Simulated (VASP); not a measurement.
Input of a VASP 6.6.1 run:

File INCAR:

```
PREC     = Accurate       # precision mode
ENCUT    = 520            # plane-wave cutoff, eV
EDIFF    = 1E-6           # SCF threshold, eV
ISMEAR   = -1             # smearing method
SIGMA    = 0.02           # smearing width, eV
LREAL    = F              # projectors in reciprocal space
LASPH    = T              # aspherical terms in the spheres
NELM     = 150            # most SCF steps
ALGO     = Normal         # electronic algorithm
ISIF     = 2              # what is computed and relaxed
LWAVE    = F              # write WAVECAR
LCHARG   = F              # write CHGCAR
LNONCOLLINEAR= T              # non-collinear magnetism
MAGMOM   = 0 0 0 0 0 0    # initial moments
LORBIT   = 11             # projections on sites
LSORBIT  = T              # spin-orbit coupling
GGA_COMPAT= F            
LORBMOM  = T            
GGA      = PE             # functional
NBANDS   = 40             # bands
```

KPOINTS

```
regular mesh
0
Gamma
  6 6 6
```

Contents of POSCAR:

```
Sn
1.0
    0.0000000000      3.3250000000      3.3250000000
    3.3250000000      0.0000000000      3.3250000000
    3.3250000000      3.3250000000      0.0000000000
Sn
2
Direct
    0.0000000000      0.0000000000      0.0000000000
    0.2500000000      0.2500000000      0.2500000000
```

Potentials or basis: VASP PAW PBE potentials, release 64 (Sn_d).

Command:

```console
$ cat potpaw_PBE.64/Sn_d/POTCAR > POTCAR
$ mpirun -np 1 vasp_ncl > vasp.out
```

Problem. Predict the pressure.

Solution. 0.2 GPa.

Problem. Estimate the net moment.

Solution. 0.00 μB per cell.

Moments on the atoms (μB; x, y, z):
```
Sn  0.00 0.00 0.00
Sn  0.00 0.00 0.00
```
